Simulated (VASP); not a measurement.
# AgI (F-43m) in VASP: notebook

AgI is run at these levels: LDA; tasks: single point, relaxation of cell and atoms.

Everything below comes from runs of VASP 6.6.1. Logs are shortened: lines on timing, memory, paths and dates and some standing lists are left out, and cuts for length are marked.

**1. The cell of the first run**

It takes space group F-43m (No. 216, cubic). The conventional cell has a = 6.348 Å, b = 6.348 Å, c = 6.348 Å, α = 90.00°, β = 90.00°, γ = 90.00°. Ag (site symmetry -43m) has 4 I at 2.75 Å within 3.6 Å. Within 3.6 Å of I (site symmetry -43m) lie 4 Ag at 2.75 Å.

**2. Single point, LDA**

The input, INCAR:

```
SYSTEM = AgI
PREC     = Accurate       ! precision mode
ENCUT    = 500            ! plane-wave cutoff, eV
EDIFF    = 1E-6           ! SCF threshold, eV
ISMEAR   = 0              ! smearing method
SIGMA    = 0.02           ! smearing width, eV
LREAL    = .False.        ! projectors in reciprocal space
LASPH    = .True.         ! aspherical terms in the spheres
NELM     = 120            ! most SCF steps
ALGO     = Normal         ! electronic algorithm
ISIF     = 2              ! what is computed and relaxed
LWAVE    = .False.        ! write WAVECAR
LCHARG   = .False.        ! write CHGCAR
GGA      = CA             ! functional
NBANDS   = 16             ! bands
GGA_COMPAT= .False.
```

The input, KPOINTS:

```
regular mesh
0
Gamma
  8 8 8
  0 0 0
```

The input, POSCAR:

```
AgI
1.0
    0.0000000000      3.1740116305      3.1740116305
    3.1740116305      0.0000000000      3.1740116305
    3.1740116305      3.1740116305      0.0000000000
Ag I
1 1
Direct
    0.0000000000      0.0000000000      0.0000000000
    0.7500000000      0.7500000000      0.7500000000
```

Potentials or basis: VASP PAW LDA potentials, release 64 (Ag, I).

The run is started by

```console
$ cat potpaw_LDA.64/Ag/POTCAR potpaw_LDA.64/I/POTCAR > POTCAR
$ mpirun -np 1 vasp_std > vasp.out
```

OUTCAR:

```text
SYSTEM = AgI
   PREC = Accurate
   ENCUT = 500
   EDIFF = 1E-6
   ISMEAR = 0
   LREAL = .False.
   LASPH = .True.
   NELM = 120
   ISIF = 2
   GGA = CA

 ion  position               nearest neighbor table
   1  0.000  0.000  0.000-   2 2.75   2 2.75   2 2.75   2 2.75
   2  0.750  0.750  0.750-   1 2.75   1 2.75   1 2.75   1 2.75

  LATTYP: Found a face centered cubic cell.
 ALAT       =     6.3480232610

  Lattice vectors:

 A1 = (   0.0000000000,   3.1740116305,   3.1740116305)
 A2 = (   3.1740116305,   0.0000000000,   3.1740116305)
 A3 = (   3.1740116305,   3.1740116305,   0.0000000000)

Analysis of symmetry for initial positions (statically):
=====================================================================
 Subroutine PRICEL returns:
 Original cell was already a primitive cell.

 Routine SETGRP: Setting up the symmetry group for a
 face centered cubic supercell.

 Subroutine GETGRP returns: Found 24 space group operations
 (whereof 24 operations were pure point group operations)
 out of a pool of 48 trial point group operations.

The static configuration has the point symmetry T_d .

Analysis of symmetry for dynamics (positions and initial velocities):
=====================================================================
 Subroutine PRICEL returns:
 Original cell was already a primitive cell.

 Routine SETGRP: Setting up the symmetry group for a
 face centered cubic supercell.

 Subroutine GETGRP returns: Found 24 space group operations
 (whereof 24 operations were pure point group operations)
 out of a pool of 48 trial point group operations.

The dynamic configuration has the point symmetry T_d .

 Subroutine INISYM returns: Found 24 space group operations
 (whereof 24 operations are pure point group operations),
 and found     1 'primitive' translations

----------------------------------------------------------------------------------------

                                     Primitive cell

  volume of cell :      63.9522

  direct lattice vectors                    reciprocal lattice vectors
     0.000000000  3.174011630  3.174011630    -0.157529353  0.157529353  0.157529353
     3.174011630  0.000000000  3.174011630     0.157529353 -0.157529353  0.157529353
     3.174011630  3.174011630  0.000000000     0.157529353  0.157529353 -0.157529353

  length of vectors
     4.488730295  4.488730295  4.488730295     0.272848844  0.272848844  0.272848844

  position of ions in fractional coordinates (direct lattice)
     0.000000000  0.000000000  0.000000000
     0.750000000  0.750000000  0.750000000

  ion indices of the primitive-cell ions
   primitive index   ion index
                 1           1
                 2           2

----------------------------------------------------------------------------------------

 KPOINTS: regular mesh

Automatic generation of k-mesh.
 Grid dimensions read from file:
 generate k-points for:    8    8    8

 Generating k-lattice:

  Cartesian coordinates                     Fractional coordinates (reciprocal lattice)
    -0.019691169  0.019691169  0.019691169     0.125000000  0.000000000  0.000000000
     0.019691169 -0.019691169  0.019691169     0.000000000  0.125000000  0.000000000
     0.019691169  0.019691169 -0.019691169     0.000000000  0.000000000  0.125000000

  Length of vectors
     0.034106105  0.034106105  0.034106105

  Shift w.r.t. Gamma in fractional coordinates (k-lattice)
     0.000000000  0.000000000  0.000000000

 Subroutine IBZKPT returns following result:
 ===========================================

 Found     29 irreducible k-points:

 Following reciprocal coordinates:
            Coordinates               Weight
  0.000000  0.000000  0.000000      1.000000
  0.125000  0.000000  0.000000      8.000000
  0.250000  0.000000  0.000000      8.000000
  0.375000  0.000000  0.000000      8.000000
  0.500000  0.000000  0.000000      4.000000
  0.125000  0.125000  0.000000      6.000000
[... 16 lines left out ...]
  0.500000  0.250000  0.125000     48.000000
 -0.375000  0.250000  0.125000     24.000000
 [... further k-points ...]
   k-points           NKPTS =     29   k-points in BZ     NKDIM =     29   number of bands    NBANDS=     16
   number of dos      NEDOS =    301   number of ions     NIONS =      2
   total plane-waves  NPLWV =  46656
   dimension x,y,z NGX =    36 NGY =   36 NGZ =   36
   dimension x,y,z NGXF=    72 NGYF=   72 NGZF=   72
   ions per type =               1   1
   NGX,Y,Z   is equivalent  to a cutoff of  13.33, 13.33, 13.33 a.u.
   NGXF,Y,Z  is equivalent  to a cutoff of  26.67, 26.67, 26.67 a.u.
 SYSTEM =  AgI
   PREC   = accura    normal or accurate (medium, high low for compatibility)
   ISTART =      0    job   : 0-new  1-cont  2-samecut
   ICHARG =      2    charge: 1-file 2-atom 10-const
   ISPIN  =      1    spin polarized calculation?
   LNONCOLLINEAR =      F non collinear calculations
   LSORBIT =      F    spin-orbit coupling
   LASPH  =      T    aspherical Exc in radial PAW
   ENCUT  =  500.0 eV  36.75 Ry    6.06 a.u.   8.18  8.18  8.18*2*pi/ulx,y,z
   NELM   =    120;   NELMIN=  2; NELMDL= -5     # of ELM steps
   EDIFF  = 0.1E-05   stopping-criterion for ELM
   LREAL  =      F    real-space projection
   EDIFFG = 0.1E-04   stopping-criterion for IOM
   NSW    =      0    number of steps for IOM
   IBRION =     -1    ionic relax: 0-MD 1-quasi-New 2-CG
   NFREE  =      0    steps in history (QN), initial steepest desc. (CG)
   ISIF   =      2    stress and relaxation
   ISYM   =      2    0-nonsym 1-usesym 2-fastsym
   POTIM  = 0.5000    time-step for ionic-motion
   TEBEG  =    0.0;   TEEND  =   0.0 temperature during run
   PSTRESS=    0.0 pullay stress
   NELECT =      18.0000    total number of electrons
   NUPDOWN=      -1.0000    fix difference up-down
   EMIN   =  10.00;   EMAX   =-10.00  energy-range for DOS
   EFERMI =   0.00;   METHOD = LEGACY
   ISMEAR =     0;   SIGMA  =   0.02  broadening in eV -4-tet -1-fermi 0-gaus
   EFERMI_NEDOS =   21; number of points for ismear=-14 and -15
   IALGO  =     38    algorithm
   IMIX   =      4    mixing-type and parameters
     AMIX     =   0.40;   BMIX     =  1.00
     AMIX_MAG =   1.60;   BMIX_MAG =  1.00
  volume/ion in A,a.u.               =      31.98       215.79
  Fermi-wavevector in a.u.,A,eV,Ry     =   1.072870  2.027431 15.660990  1.151050
  Thomas-Fermi vector in A             =   2.208653
   LORBIT       =      0    0 simple, 1 ext, 2 COOP (PROOUT), +10 PAW based schemes
   GGA     = CA    functional components
   LHFCALC =     F    Hartree Fock is set to
   AEXX    =    0.0000 exact exchange contribution
   IVDW    =     0    specifies the selected vdW correction
   LEPSILON=     F    determine dielectric tensor
   LRPA    =     F    only Hartree local field effects (RPA)
 non-spin polarized calculation
 Gauss-broadening in eV      SIGMA  =   0.02
  energy-cutoff  :      500.00
  volume of cell :       63.95
 maximum number of plane-waves:      1639
 NGX is ok and might be reduce to    36
   NGX = 17   NGY = 17   NGZ = 17

 number of electron      18.0000002 magnetization

 Free energy of the ion-electron system (eV)
  ---------------------------------------------------
  ext. energy  EPLUGINS =         0.00000000
  ---------------------------------------------------
  free energy    TOTEN  =        -6.12346472 eV

  energy without entropy =       -6.12346472  energy(sigma->0) =       -6.12346472

 E-fermi :   3.7980     XC(G=0):  -9.1612

 val. band max:        3.7140905796   @ k =   0.0000   0.0000   0.0000
 cond. band min:       4.8067608611   @ k =   0.0000   0.0000   0.0000
 fundamental gap:      1.0926702815
 Fermi energy:         3.7979518531

 k-point     1 :       0.0000    0.0000    0.0000
  band No.  band energies     occupation
      1      -9.5456      2.00000
      2      -0.9805      2.00000
      3      -0.9805      2.00000
      4      -0.9805      2.00000
      5       0.2697      2.00000
      6       0.2697      2.00000
[... 8 lines left out ...]
     15      13.8375      0.00000
     16      13.8375      0.00000

 k-point     2 :       0.1250    0.0000    0.0000
  band No.  band energies     occupation
      1      -9.4965      2.00000
      2      -1.0127      2.00000
      3      -0.9504      2.00000
      4      -0.9504      2.00000
      5       0.2648      2.00000
      6       0.2648      2.00000
[... 8 lines left out ...]
     15      13.1097      0.00000
     16      13.1097      0.00000

 k-point     3 :       0.2500    0.0000    0.0000
  band No.  band energies     occupation
      1      -9.3740      2.00000
      2      -1.0556      2.00000
      3      -0.8804      2.00000
      4      -0.8804      2.00000
      5       0.2644      2.00000
      6       0.2644      2.00000
[... 8 lines left out ...]
     15      12.8821      0.00000
     16      12.8821      0.00000

 k-point     4 :       0.3750    0.0000    0.0000
  band No.  band energies     occupation
      1      -9.2452      2.00000
      2      -1.0179      2.00000
      3      -0.8163      2.00000
      4      -0.8163      2.00000
      5       0.2861      2.00000
      6       0.2861      2.00000
[... 8 lines left out ...]
     15      13.6398      0.00000
     16      13.6398      0.00000
[... 324 lines left out ...]
 k-point    22 :       0.3750    0.2500    0.1250
  band No.  band energies     occupation
      1      -9.2810      2.00000
      2      -1.1186      2.00000
      3      -0.7935      2.00000
      4      -0.7687      2.00000
      5       0.2148      2.00000
      6       0.3155      2.00000
[... 8 lines left out ...]
     15      14.1875      0.00000
     16      15.2634      0.00000

 k-point    23 :       0.5000    0.2500    0.1250
  band No.  band energies     occupation
      1      -9.1763      2.00000
      2      -1.0131      2.00000
      3      -0.7763      2.00000
      4      -0.6658      2.00000
      5       0.2533      2.00000
      6       0.3071      2.00000
[... 8 lines left out ...]
     15      14.5459      0.00000
     16      15.0656      0.00000

 k-point    24 :      -0.3750    0.2500    0.1250
  band No.  band energies     occupation
      1      -9.1318      2.00000
      2      -0.8879      2.00000
      3      -0.8005      2.00000
      4      -0.6021      2.00000
      5       0.2245      2.00000
      6       0.3175      2.00000
[... 8 lines left out ...]
     15      14.2889      0.00000
     16      15.0619      0.00000

 [... further k-points ...]
[... 5 lines left out ...]
  --------------------------------------------------------------------------------------
  -------------------------------------------------------------------------------------
  Total        0.0068907      0.0068907      0.0068907      0.0000000      0.0000000     -0.0000000
  in kB        0.1726319      0.1726319      0.1726319      0.0000000      0.0000000     -0.0000000
  external PRESSURE =       0.1726319 kB  Pullay stress =       0.0000000 kB

 VOLUME and BASIS-vectors are now :
 -----------------------------------------------------------------------------
  energy-cutoff  :      500.00
  volume of cell :       63.95
      direct lattice vectors                 reciprocal lattice vectors
     0.000000000  3.174011630  3.174011630    -0.157529353  0.157529353  0.157529353
     3.174011630  0.000000000  3.174011630     0.157529353 -0.157529353  0.157529353
     3.174011630  3.174011630  0.000000000     0.157529353  0.157529353 -0.157529353

 POSITION                                       TOTAL-FORCE (eV/Angst)
 -----------------------------------------------------------------------------------
      0.00000      0.00000      0.00000         0.000000      0.000000     -0.000000
      4.76102      4.76102      4.76102        -0.000000     -0.000000      0.000000
 -----------------------------------------------------------------------------------
    total drift:                                0.000000      0.000000      0.000000

  FREE ENERGIE OF THE ION-ELECTRON SYSTEM (eV)
  ---------------------------------------------------
  free  energy   TOTEN  =        -6.1234647191 eV

  energy  without entropy=       -6.1234647191  energy(sigma->0) =       -6.12346472
```

It took 20 s on 1 thread of Intel Xeon 8259CL, shared host; peak memory 0.18 GiB.

Results:

| Quantity | Value |
| --- | --- |
| Free energy | -6.1235 eV |
| Pressure | 0.0 GPa |
| Band gap on the k mesh | 1.09 eV |

Caveat: spin-orbit coupling is left out, which moves the levels of the heavy elements. A hybrid or GW would open this gap; LDA tends to underestimate it.

(Part 1 of 2 ends here.)
